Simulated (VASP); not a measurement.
# Pr3MgH2 (P4/mmm) in VASP: notebook

The runs below take Pr3MgH2 through single point, with PBE.

Everything below comes from runs of VASP 6.6.1. Logs are shortened: lines on timing, memory, paths and dates and some standing lists are left out, and cuts for length are marked.

## Step 1: The cell of the first run

It takes space group P4/mmm (No. 123, tetragonal). The conventional cell has a = 5.178 Å, b = 5.178 Å, c = 5.020 Å, α = 90.00°, β = 90.00°, γ = 90.00°. Within 3.3 Å of Pr (site symmetry 4/mmm) lie 2 H at 2.51 Å. Within 3.4 Å of Pr (site symmetry mmm) lie 4 H at 2.59 Å. Within 3.3 Å of Mg (site symmetry 4/mmm) lie 2 H at 2.51 Å. Within 3.3 Å of H (site symmetry 4/mmm) lie 2 Mg at 2.51 Å and 4 Pr at 2.59 Å. H (site symmetry 4/mmm) has 6 Pr at 2.51 to 2.59 Å within 3.3 Å.

## Step 2: Single point, PBE (22.44 Å³/atom)

Input file INCAR:

```
SYSTEM = Pr3MgH2
  ALGO = Normal
  EDIFF = 1E-6
  ENCUT = 600
  GGA = PE
  GGA_COMPAT = .False.
  ISIF = 2
  ISMEAR = 0
  LASPH = .True.
  LCHARG = .True.
  LELF = .True.
  LMAXMIX = 6
  LREAL = .False.
  LVHAR = .True.
  LWAVE = .False.
  NBANDS = 28
  NELM = 200
  PREC = Accurate
  SIGMA = 0.1
```

Input file KPOINTS:

```
k-points
0
Gamma
  6 6 6
  0 0 0
```

Input file POSCAR:

```
Pr3MgH2
1.0
    5.1784054125      0.0000000000      0.0000000000
    0.0000000000      5.1784054125      0.0000000000
    0.0000000000      0.0000000000      5.0198509877
Pr Mg H
3 1 2
Direct
    0.0000000000      0.0000000000      0.0000000000
    0.5000000000      0.0000000000      0.5000000000
    0.0000000000      0.5000000000      0.5000000000
    0.5000000000      0.5000000000      0.0000000000
    0.5000000000      0.5000000000      0.5000000000
    0.0000000000      0.0000000000      0.5000000000
```

Potentials or basis: VASP PAW PBE potentials, release 64 (Pr_3, Mg, H), 4f in core.

The run is started by

```sh
$ cat potpaw_PBE.64/Pr_3/POTCAR potpaw_PBE.64/Mg/POTCAR potpaw_PBE.64/H/POTCAR > POTCAR
$ mpirun -np 1 vasp_std > vasp.out
```

OUTCAR:

```text
SYSTEM = Pr3MgH2
   EDIFF = 1E-6
   ENCUT = 600
   GGA = PE
   ISIF = 2
   ISMEAR = 0
   LASPH = .True.
   LREAL = .False.
   NELM = 200
   PREC = Accurate

 ion  position               nearest neighbor table
   1  0.000  0.000  0.000-   2 3.61   3 3.61   2 3.61   3 3.61   3 3.61   3 3.61   2 3.61   2 3.61
                             4 3.66   4 3.66   4 3.66   4 3.66
   2  0.500  0.000  0.500-   1 3.61   4 3.61   1 3.61   4 3.61   4 3.61   4 3.61   1 3.61   1 3.61
                             3 3.66   3 3.66   3 3.66   3 3.66
   3  0.000  0.500  0.500-   1 3.61   4 3.61   1 3.61   4 3.61   1 3.61   1 3.61   4 3.61   4 3.61
                             2 3.66   2 3.66   2 3.66   2 3.66
   4  0.500  0.500  0.000-   2 3.61   3 3.61   2 3.61   3 3.61   2 3.61   2 3.61   3 3.61   3 3.61
                             1 3.66   1 3.66   1 3.66   1 3.66
   5  0.500  0.500  0.500-
   6  0.000  0.000  0.500-

  LATTYP: Found a simple tetragonal cell.
 ALAT       =     5.1784054125
 C/A-ratio  =     0.9693816123

  Lattice vectors:

 A1 = (   5.1784054125,   0.0000000000,   0.0000000000)
 A2 = (   0.0000000000,   5.1784054125,   0.0000000000)
 A3 = (   0.0000000000,   0.0000000000,   5.0198509877)

Analysis of symmetry for initial positions (statically):
=====================================================================
 Subroutine PRICEL returns:
 Original cell was already a primitive cell.

 Routine SETGRP: Setting up the symmetry group for a
 simple tetragonal supercell.

 Subroutine GETGRP returns: Found 16 space group operations
 (whereof 16 operations were pure point group operations)
 out of a pool of 16 trial point group operations.

The static configuration has the point symmetry D_4h.

Analysis of symmetry for dynamics (positions and initial velocities):
=====================================================================
 Subroutine PRICEL returns:
 Original cell was already a primitive cell.

 Routine SETGRP: Setting up the symmetry group for a
 simple tetragonal supercell.

 Subroutine GETGRP returns: Found 16 space group operations
 (whereof 16 operations were pure point group operations)
 out of a pool of 16 trial point group operations.

The dynamic configuration has the point symmetry D_4h.

 Subroutine INISYM returns: Found 16 space group operations
 (whereof 16 operations are pure point group operations),
 and found     1 'primitive' translations

----------------------------------------------------------------------------------------

                                     Primitive cell

  volume of cell :     134.6117

  direct lattice vectors                    reciprocal lattice vectors
     5.178405413  0.000000000  0.000000000     0.193109639  0.000000000  0.000000000
     0.000000000  5.178405413  0.000000000     0.000000000  0.193109639  0.000000000
     0.000000000  0.000000000  5.019850988     0.000000000  0.000000000  0.199209101

  length of vectors
     5.178405413  5.178405413  5.019850988     0.193109639  0.193109639  0.199209101

  position of ions in fractional coordinates (direct lattice)
     0.000000000  0.000000000  0.000000000
     0.500000000  0.000000000  0.500000000
     0.000000000  0.500000000  0.500000000
     0.500000000  0.500000000  0.000000000
     0.500000000  0.500000000  0.500000000
     0.000000000  0.000000000  0.500000000

  ion indices of the primitive-cell ions
   primitive index   ion index
                 1           1
                 2           2
                 3           3
                 4           4
                 5           5
                 6           6

----------------------------------------------------------------------------------------

 KPOINTS: k-points

Automatic generation of k-mesh.
 Grid dimensions read from file:
 generate k-points for:    6    6    6

 Generating k-lattice:

  Cartesian coordinates                     Fractional coordinates (reciprocal lattice)
     0.032184940  0.000000000  0.000000000     0.166666667  0.000000000  0.000000000
     0.000000000  0.032184940  0.000000000     0.000000000  0.166666667  0.000000000
     0.000000000  0.000000000  0.033201517     0.000000000  0.000000000  0.166666667

  Length of vectors
     0.032184940  0.032184940  0.033201517

  Shift w.r.t. Gamma in fractional coordinates (k-lattice)
     0.000000000  0.000000000  0.000000000

 Subroutine IBZKPT returns following result:
 ===========================================

 Found     40 irreducible k-points:

 Following reciprocal coordinates:
            Coordinates               Weight
  0.000000  0.000000  0.000000      1.000000
  0.166667  0.000000  0.000000      4.000000
  0.333333  0.000000  0.000000      4.000000
  0.500000  0.000000  0.000000      2.000000
  0.166667  0.166667  0.000000      4.000000
  0.333333  0.166667  0.000000      8.000000
[... 16 lines left out ...]
  0.333333  0.000000  0.333333      8.000000
  0.500000  0.000000  0.333333      4.000000
 [... further k-points ...]
   k-points           NKPTS =     40   k-points in BZ     NKDIM =     40   number of bands    NBANDS=     28
   number of dos      NEDOS =    301   number of ions     NIONS =      6
   total plane-waves  NPLWV =  70560
   dimension x,y,z NGX =    42 NGY =   42 NGZ =   40
   dimension x,y,z NGXF=    84 NGYF=   84 NGZF=   80
   ions per type =               3   1   2
   NGX,Y,Z   is equivalent  to a cutoff of  13.48, 13.48, 13.25 a.u.
   NGXF,Y,Z  is equivalent  to a cutoff of  26.97, 26.97, 26.49 a.u.
 SYSTEM =  Pr3MgH2
   PREC   = accura    normal or accurate (medium, high low for compatibility)
   ISTART =      0    job   : 0-new  1-cont  2-samecut
   ICHARG =      2    charge: 1-file 2-atom 10-const
   ISPIN  =      1    spin polarized calculation?
   LNONCOLLINEAR =      F non collinear calculations
   LSORBIT =      F    spin-orbit coupling
   LASPH  =      T    aspherical Exc in radial PAW
   ENCUT  =  600.0 eV  44.10 Ry    6.64 a.u.  10.34 10.34 10.03*2*pi/ulx,y,z
   NELM   =    200;   NELMIN=  2; NELMDL= -5     # of ELM steps
   EDIFF  = 0.1E-05   stopping-criterion for ELM
   LREAL  =      F    real-space projection
   EDIFFG = 0.1E-04   stopping-criterion for IOM
   NSW    =      0    number of steps for IOM
   IBRION =     -1    ionic relax: 0-MD 1-quasi-New 2-CG
   NFREE  =      0    steps in history (QN), initial steepest desc. (CG)
   ISIF   =      2    stress and relaxation
   ISYM   =      2    0-nonsym 1-usesym 2-fastsym
   POTIM  = 0.5000    time-step for ionic-motion
   TEBEG  =    0.0;   TEEND  =   0.0 temperature during run
   PSTRESS=    0.0 pullay stress
   NELECT =      37.0000    total number of electrons
   NUPDOWN=      -1.0000    fix difference up-down
   EMIN   =  10.00;   EMAX   =-10.00  energy-range for DOS
   EFERMI =   0.00;   METHOD = LEGACY
   ISMEAR =     0;   SIGMA  =   0.10  broadening in eV -4-tet -1-fermi 0-gaus
   EFERMI_NEDOS =   21; number of points for ismear=-14 and -15
   IALGO  =     38    algorithm
   IMIX   =      4    mixing-type and parameters
     AMIX     =   0.40;   BMIX     =  1.00
     AMIX_MAG =   1.60;   BMIX_MAG =  1.00
  volume/ion in A,a.u.               =      22.44       151.40
  Fermi-wavevector in a.u.,A,eV,Ry     =   1.064423  2.011469 15.415364  1.132997
  Thomas-Fermi vector in A             =   2.199941
   LORBIT       =      0    0 simple, 1 ext, 2 COOP (PROOUT), +10 PAW based schemes
   GGA     = PE    functional components
   LHFCALC =     F    Hartree Fock is set to
   AEXX    =    0.0000 exact exchange contribution
   IVDW    =     0    specifies the selected vdW correction
   LEPSILON=     F    determine dielectric tensor
   LRPA    =     F    only Hartree local field effects (RPA)
 non-spin polarized calculation
 Gauss-broadening in eV      SIGMA  =   0.10
  energy-cutoff  :      600.00
  volume of cell :      134.61
 maximum number of plane-waves:      4548
 NGX is ok and might be reduce to    42
   NGX = 21   NGY = 21   NGZ = 21

 number of electron      37.0000001 magnetization

 Free energy of the ion-electron system (eV)
  ---------------------------------------------------
  ext. energy  EPLUGINS =         0.00000000
  ---------------------------------------------------
  free energy    TOTEN  =       -23.97030701 eV

  energy without entropy =      -23.95296373  energy(sigma->0) =      -23.96163537

 E-fermi :   3.3471     XC(G=0):  -9.5278

 val. band max:        3.3140980807   @ k =   0.1667   0.1667   0.5000
 cond. band min:       3.3565978016   @ k =   0.0000   0.0000   0.3333
 fundamental gap:      0.0424997209
 Fermi energy:         3.3470697703

 k-point     1 :       0.0000    0.0000    0.0000
  band No.  band energies     occupation
      1     -32.9973      2.00000
      2     -32.8474      2.00000
      3     -32.7665      2.00000
      4     -15.3814      2.00000
      5     -15.3814      2.00000
      6     -15.3577      2.00000
[... 20 lines left out ...]
     27       7.9269      0.00000
     28       8.4611      0.00000

 k-point     2 :       0.1667    0.0000    0.0000
  band No.  band energies     occupation
      1     -32.9869      2.00000
      2     -32.8548      2.00000
      3     -32.7694      2.00000
      4     -15.3512      2.00000
      5     -15.3362      2.00000
      6     -15.3262      2.00000
[... 20 lines left out ...]
     27       7.8973      0.00000
     28       7.9623      0.00000

 k-point     3 :       0.3333    0.0000    0.0000
  band No.  band energies     occupation
      1     -32.9592      2.00000
      2     -32.8774      2.00000
      3     -32.7744      2.00000
      4     -15.2775      2.00000
      5     -15.2494      2.00000
      6     -15.2046      2.00000
[... 20 lines left out ...]
     27       6.6619      0.00000
     28       7.3582      0.00000

 k-point     4 :       0.5000    0.0000    0.0000
  band No.  band energies     occupation
      1     -32.9334      2.00000
      2     -32.9011      2.00000
      3     -32.7765      2.00000
      4     -15.2284      2.00000
      5     -15.1980      2.00000
      6     -15.0179      2.00000
[... 20 lines left out ...]
     27       6.2285      0.00000
     28       6.5846      0.00000

 k-point     5 :       0.1667    0.1667    0.0000
  band No.  band energies     occupation
      1     -32.9771      2.00000
      2     -32.8607      2.00000
      3     -32.7732      2.00000
      4     -15.3819      2.00000
      5     -15.2938      2.00000
      6     -15.2395      2.00000
[... 20 lines left out ...]
     27       7.4304      0.00000
     28       7.9201      0.00000

 k-point     6 :       0.3333    0.1667    0.0000
  band No.  band energies     occupation
      1     -32.9513      2.00000
      2     -32.8793      2.00000
      3     -32.7802      2.00000
      4     -15.3467      2.00000
      5     -15.2139      2.00000
      6     -15.1047      2.00000
[... 463 lines left out ...]
      5     -15.2687      2.00000
      6     -15.1863      2.00000
[... 20 lines left out ...]
     27       7.3329      0.00000
     28       7.7089      0.00000

 k-point    22 :       0.1667    0.0000    0.3333
  band No.  band energies     occupation
      1     -32.9592      2.00000
      2     -32.8541      2.00000
      3     -32.7970      2.00000
      4     -15.3418      2.00000
      5     -15.2351      2.00000
      6     -15.1005      2.00000
[... 20 lines left out ...]
     27       7.0427      0.00000
     28       7.2903      0.00000

 k-point    23 :       0.3333    0.0000    0.3333
  band No.  band energies     occupation
      1     -32.9366      2.00000
      2     -32.8750      2.00000
      3     -32.7980      2.00000
      4     -15.3870      2.00000
      5     -15.1476      2.00000
      6     -15.1416      2.00000
[... 20 lines left out ...]
     27       6.9047      0.00000
     28       7.1790      0.00000

 k-point    24 :       0.5000    0.0000    0.3333
  band No.  band energies     occupation
      1     -32.9104      2.00000
      2     -32.9004      2.00000
      3     -32.7984      2.00000
      4     -15.3837      2.00000
      5     -15.2239      2.00000
      6     -15.0770      2.00000
[... 20 lines left out ...]
     27       6.9488      0.00000
     28       7.1682      0.00000

 [... further k-points ...]
[... 5 lines left out ...]
  --------------------------------------------------------------------------------------
  -------------------------------------------------------------------------------------
  Total       -1.0175971     -1.0175971     -0.9938873      0.0000000     -0.0000000      0.0000000
  in kB      -12.1116558    -12.1116558    -11.8294572      0.0000000     -0.0000000      0.0000000
  external PRESSURE =     -12.0175896 kB  Pullay stress =       0.0000000 kB

 VOLUME and BASIS-vectors are now :
 -----------------------------------------------------------------------------
  energy-cutoff  :      600.00
  volume of cell :      134.61
      direct lattice vectors                 reciprocal lattice vectors
     5.178405413  0.000000000  0.000000000     0.193109639  0.000000000  0.000000000
     0.000000000  5.178405413  0.000000000     0.000000000  0.193109639  0.000000000
     0.000000000  0.000000000  5.019850988     0.000000000  0.000000000  0.199209101

 POSITION                                       TOTAL-FORCE (eV/Angst)
 -----------------------------------------------------------------------------------
      0.00000      0.00000      0.00000         0.000000      0.000000      0.000000
      2.58920      0.00000      2.50993         0.000000      0.000000      0.000000
      0.00000      2.58920      2.50993         0.000000      0.000000      0.000000
      2.58920      2.58920      0.00000         0.000000      0.000000      0.000000
      2.58920      2.58920      2.50993         0.000000      0.000000      0.000000
      0.00000      0.00000      2.50993         0.000000      0.000000      0.000000
 -----------------------------------------------------------------------------------
    total drift:                               -0.000000      0.000000      0.000000

  FREE ENERGIE OF THE ION-ELECTRON SYSTEM (eV)
  ---------------------------------------------------
  free  energy   TOTEN  =       -23.9703070107 eV

  energy  without entropy=      -23.9529637298  energy(sigma->0) =      -23.96163537
```

It took 59 s on 1 thread of Intel Xeon 6975P-C (Granite Rapids), shared host; peak memory 0.35 GiB.

What came out:

```
Free energy            : -23.9703 eV
Pressure               : -1.2 GPa
Band gap on the k mesh : zero (an odd number of electrons rules out a gap without spin polarisation)
```

Levels at points of the mesh, in eV from the Fermi level:
```csv
k point,band 15,band 16,band 17,band 18,band 19,band 20,band 21,band 22
"(0.00, 0.00, 0.00)",-2.76,-1.00,-0.87,-0.79,-0.79,1.97,1.97,2.02
"(0.50, 0.00, 0.00)",-2.15,-1.23,-0.36,-0.34,-0.26,1.17,1.35,1.38
"(0.50, 0.50, 0.00)",-1.44,-1.44,-0.73,-0.56,0.08,0.08,0.50,1.47
"(0.00, 0.00, 0.50)",-2.82,-0.37,-0.31,-0.31,0.59,1.24,1.24,1.61
"(0.50, 0.00, 0.50)",-2.41,-1.28,-0.72,-0.53,0.21,0.30,1.24,1.35
"(0.50, 0.50, 0.50)",-3.22,-1.55,-1.55,-1.41,0.83,0.83,1.19,1.19
```

Caveat: spin-orbit coupling is left out, which moves the levels of the heavy elements; the 4f electrons are frozen in the core, so they carry no moment and show no levels.

(Continued in part 2 of 2.)

The gap in the log of VASP goes by the Fermi energy; the results here count the filled bands.